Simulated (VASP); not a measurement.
Wanted: the native input for a VASP 6.6.1 run.

```
Task                   : relaxation of cell and atoms
Functional             : r2SCAN
Potentials or basis    : VASP PAW PBE potentials, release 64 (Bi_d)
Cutoff                 : 550 eV
k mesh                 : 14 × 14 × 14
Occupations            : gaussian, width 0.1 eV
Spin                   : no spin polarisation
Dipole correction      : no
Further INCAR settings : ALGO = Normal; EDIFF = 1e-07; IBRION = 2; EDIFFG = -0.01; NSW = 100; ISIF = 3
```

The system is Bi.

```
Bi
1.0
     0.00000    2.49643    2.49643
     2.49643    0.00000    2.49643
     2.49643    2.49643    0.00000
Bi
1
Direct
  0.00000 0.00000 0.00000
```

One way to write it, as run:

POSCAR

```
Bi
1.0
    0.0000000000      2.4964272330      2.4964272330
    2.4964272330      0.0000000000      2.4964272330
    2.4964272330      2.4964272330      0.0000000000
Bi
1
Direct
    0.0000000000      0.0000000000      0.0000000000
```

INCAR.step1

```
SYSTEM = Bi
PREC = Accurate
ENCUT = 550
ISMEAR = 0
SIGMA = 0.1
LREAL = .FALSE.
LASPH = .TRUE.
NELM = 120
GGA = PE
ALGO = Normal
EDIFF = 1E-5
LWAVE = .TRUE.
LCHARG = .FALSE.
GGA_COMPAT = .FALSE.
IBRION = 2
ISIF = 3
EDIFFG = -0.005
NELMIN = 4
NSW = 100
```

INCAR.step2

```
SYSTEM = Bi
PREC = Accurate
ENCUT = 550
EDIFF = 1E-7
ISMEAR = 0
SIGMA = 0.1
LREAL = .FALSE.
LASPH = .TRUE.
NELM = 120
ALGO = Normal
ISIF = 3
LWAVE = .FALSE.
LCHARG = .FALSE.
METAGGA = R2SCAN
LMIXTAU = .TRUE.
IBRION = 2
NSW = 100
EDIFFG = -0.01
ISTART = 1
GGA_COMPAT = .FALSE.
NELMIN = 4
```

KPOINTS

```
regular mesh
0
G
  14 14 14
  0 0 0
```

Potentials or basis: VASP PAW PBE potentials, release 64 (Bi_d).

Command:

```console
$ cat potpaw_PBE.64/Bi_d/POTCAR > POTCAR
$ cp INCAR.step1 INCAR
$ mpirun -np 1 vasp_std > vasp.out
$ cp INCAR.step2 INCAR
$ mpirun -np 1 vasp_std > vasp.out
```

It gave:

```
Relaxed volume                         : 31.37 Å³/atom
Relaxed cell                           : a = 3.540 Å, b = 3.540 Å, c = 3.540 Å, α = 60.00°, β = 60.00°, γ = 60.00°
Space group after relaxing (to 0.05 Å) : Fm-3m (No. 225)
Energy gained by relaxing              : 0.4 meV/atom
Ionic steps                            : 3
Pressure after relaxing                : 0.0 GPa
```

Caveat: the PAW data sets were made with another functional, which shifts forces and pressure a little.

Wall time 3.5 min on 1 thread of Intel(R) Xeon(R) 6975P-C (Granite Rapids) (shared host), peak memory 0.2 GiB.
